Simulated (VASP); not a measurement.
A run of VASP 6.6.1 is set up as follows.

Contents of INCAR:

```
PREC = Accurate ; ENCUT = 520
EDIFF = 1E-6 ; ISMEAR = 0
SIGMA = 0.02 ; LREAL = False
LASPH = True ; NELM = 60
ALGO = Normal ; ISIF = 2
LWAVE = False ; LCHARG = True
GGA = PS ; IVDW = 12
LELF = True ; LVHAR = True
NBANDS = 28
```

Contents of KPOINTS:

```
Automatic mesh
0
Gamma
  8 6 8
```

Contents of POSCAR:

```
SnO
1.0
    3.3117170715      0.0000000000      0.0000000000
    0.0000000000      5.6470960196      0.0000000000
    0.0000000000      0.0000000000      3.6925929251
Sn O
2 2
Direct
    0.0000000000      0.2394838743      0.5377158705
    0.5000000000      0.7605161257      0.0377158705
    0.0000000000      0.8790975191      0.7122851295
    0.5000000000      0.1209024809      0.2122851295
```

Potentials or basis: VASP PAW PBE potentials, release 64 (Sn_d, O).

Launch:

```sh
$ cat potpaw_PBE.64/Sn_d/POTCAR potpaw_PBE.64/O/POTCAR > POTCAR
$ mpirun -np 1 vasp_std > vasp.out
```

Question: Predict the largest force.

Answer: 0.086 eV/Å.

Question: Estimate the pressure.

Answer: -0.6 GPa.

Question: Predict the band gap on the k mesh.

Answer: 1.07 eV (least direct gap 1.70 eV).

Stress tensor (GPa, compression positive):
```
-0.57  0.00  0.00
 0.00 -0.51  0.00
 0.00  0.00 -0.63
```

Caveat: the PAW data sets were made with another functional, which shifts forces and pressure a little; spin-orbit coupling is left out, which moves the levels of the heavy elements. A k mesh can miss the band edges.
